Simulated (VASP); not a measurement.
A run of VASP 6.6.1 is set up as follows.

Contents of INCAR:

```
SYSTEM = C
  PREC = Accurate
  ENCUT = 1300
  EDIFF = 1E-6
  ISMEAR = 0
  SIGMA = 0.05
  LREAL = .FALSE.
  LASPH = .TRUE.
  NELM = 120
  ALGO = Normal
  ISIF = 2
  LWAVE = .FALSE.
  LCHARG = .FALSE.
  GGA = CA
  NBANDS = 11
  GGA_COMPAT = .FALSE.
```

The input KPOINTS:

```
Automatic mesh
0
G
  13 13 13
  0 0 0
```

Contents of POSCAR:

```
C
1.0
    0.0000000000      1.7592674508      1.7592674508
    1.7592674508      0.0000000000      1.7592674508
    1.7592674508      1.7592674508      0.0000000000
C
2
Direct
    0.7500000000      0.7500000000      0.7500000000
    0.5000000000      0.5000000000      0.5000000000
```

Potentials or basis: VASP PAW LDA potentials, release 64 (C_h).

Run with:

```sh
$ cat potpaw_LDA.64/C_h/POTCAR > POTCAR
$ mpirun -np 1 vasp_std > vasp.out
```

Task: Estimate the pressure.

Result: 6.3 GPa.

Task: What does it give for the band gap on the k mesh?

Result: 4.21 eV (least direct gap 5.66 eV).

Caveat: the cell stands under pressure; an odd mesh through Γ misses points on the zone boundary, where band edges can lie. LDA gaps usually lie below the measured ones, often by a third to a half.
